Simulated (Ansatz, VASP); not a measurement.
# One calculation of BN, two programs

Contents of INCAR:

```
SYSTEM = BN
PREC = Accurate ; ENCUT = 600
EDIFF = 1E-6 ; ISMEAR = -1
SIGMA = 0.1 ; LREAL = .False.
LASPH = .True. ; NELM = 120
ALGO = Normal ; ISIF = 2
LWAVE = .False. ; LCHARG = .False.
GGA = PE ; NBANDS = 16
GGA_COMPAT = .False.
```

Contents of KPOINTS:

```
regular mesh
0
Gamma
  3 3 2
  0 0 0
```

The input POSCAR:

```
BN
1.0
    2.5539396017      0.0000000000      0.0000000000
   -1.2769698009      2.2117765748      0.0000000000
    0.0000000000      0.0000000000      4.2268550000
B N
2 2
Direct
    0.6666666667      0.3333333333      0.9997240000
    0.3333333333      0.6666666667      0.4997240000
    0.6666666667      0.3333333333      0.6252760000
    0.3333333333      0.6666666667      0.1252760000
```

Input for Ansatz:

```yaml
crystal:
  lattice:
    - [2.5539396017, 0.0, 0.0]
    - [-1.2769698009, 2.2117765748, 0.0]
    - [0.0, 0.0, 4.226855]
  atoms:
    - { symbol: B, position: [0.6666666667, 0.3333333333, 0.999724] }
    - { symbol: B, position: [0.3333333333, 0.6666666667, 0.499724] }
    - { symbol: "N", position: [0.6666666667, 0.3333333333, 0.625276] }
    - { symbol: "N", position: [0.3333333333, 0.6666666667, 0.125276] }
  symmetry: { tolerance: 0.001 }
basis:
  ecutwfc: 420
kpoints:
  mp_grid: { grid: [3, 3, 2] }
hamiltonian:
  xc: pbe
scf:
  occupations: { method: fermi_dirac }
  algorithm: density_mixing
  max_iter: 58
output:
  forces: true
  stress: true
  eigenvalues: true
```

Alike in both runs: task single point; functional PBE; k mesh 3 × 3 × 2; no spin polarisation.

```csv
,VASP,Ansatz
version,VASP 6.6.1,Ansatz 0.2.0
potentials or method,"VASP PAW PBE potentials, release 64 (B, N), cutoff 600 eV","scalar-relativistic, plane waves, PAW"
occupations,"fermi-dirac, width 0.1 eV",fermi-dirac
valence electrons in the cell,16,16
```

Ansatz gave:

```
gap on the k mesh at the Fermi level (eV)                     : 5.16
least direct gap on the mesh (eV)                             : 8.29
pressure (GPa)                                                : 1.7
traceless stress, the component that is largest in VASP (GPa) : -4.06
rms of the force components (eV/Å)                            : 0.141
```

Question: Which values does VASP return?

Answer: gap on the k mesh at the Fermi level (eV): 5.15; least direct gap on the mesh (eV): 8.28; pressure (GPa): 1.7; traceless stress, the component that is largest in VASP (GPa): -4.03; rms of the force components (eV/Å): 0.140.

Atom by atom the forces differ by 0.001 eV/Å (rms over components).

The k mesh is coarse, so the values compare programs but aren't converged.
